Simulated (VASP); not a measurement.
Input of a VASP 6.6.1 run:

Contents of INCAR:

```
PREC = Accurate
ENCUT = 520
EDIFF = 1E-6
ISMEAR = 1
SIGMA = 0.1
LREAL = False
LASPH = True
NELM = 80
ALGO = Normal
ISIF = 2
LWAVE = False
LCHARG = True
GGA = RP
LELF = True
LVHAR = True
NBANDS = 30
```

Contents of KPOINTS:

```
Automatic mesh
0
Gamma
  5 5 5
```

The input POSCAR:

```
Ga3Se
1.0
    4.4324650000      0.0000000000      0.0000000000
    0.0000000000      4.4324650000      0.0000000000
    0.0000000000      0.0000000000      4.4324650000
Ga Se
3 1
Direct
    0.0000000000      0.5000000000      0.5000000000
    0.5000000000      0.0000000000      0.5000000000
    0.5000000000      0.5000000000      0.0000000000
    0.0000000000      0.0000000000      0.0000000000
```

Potentials or basis: VASP PAW PBE potentials, release 64 (Ga_d, Se).

Launch:

```console
$ cat potpaw_PBE.64/Ga_d/POTCAR potpaw_PBE.64/Se/POTCAR > POTCAR
$ mpirun -np 1 vasp_std > vasp.out
```

Problem. Predict the pressure.

Solution. 1.3 GPa.

Caveat: the PAW data sets were made with another functional, which shifts forces and pressure a little.
